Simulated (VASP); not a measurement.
LiH: single point with r2SCAN

LiH:

```
Li H
1.0
     3.28705    0.00000    0.00000
    -1.64353    2.84667    0.00000
     0.00000    0.00000    4.10936
Li H
2 2
Direct
  0.33333 0.66667 0.25000
  0.66667 0.33333 0.75000
  0.66667 0.33333 0.25000
  0.33333 0.66667 0.75000
```

```json
{"Program": "VASP 6.6.1", "Task": "single point", "Functional": "r2SCAN", "Potentials or basis": "VASP PAW PBE potentials, release 64 (Li_sv, H)", "Cutoff": "520 eV", "k mesh": "9 × 9 × 6", "Occupations": "gaussian, width 0.01 eV", "Spin": "no spin polarisation"}
```

- Band gap on the k mesh: 2.35 eV (least direct gap 3.62 eV)

Levels at points of the mesh, in eV from the valence-band top:
```
           k point  band 1  band 2  band 3  band 4  band 5  band 6  band 7  band 8
(0.00, 0.00, 0.00)  -46.08  -46.03   -5.16    0.00    3.62   11.48   11.48   12.12
(0.00, 0.00, 0.50)  -46.06  -46.06   -3.64   -3.64   10.16   10.16   13.66   13.66
```

Run time: 50 s on 1 thread of Intel Xeon 8259CL (shared host), peak memory 0.15 GiB.

 A k mesh can miss the band edges.
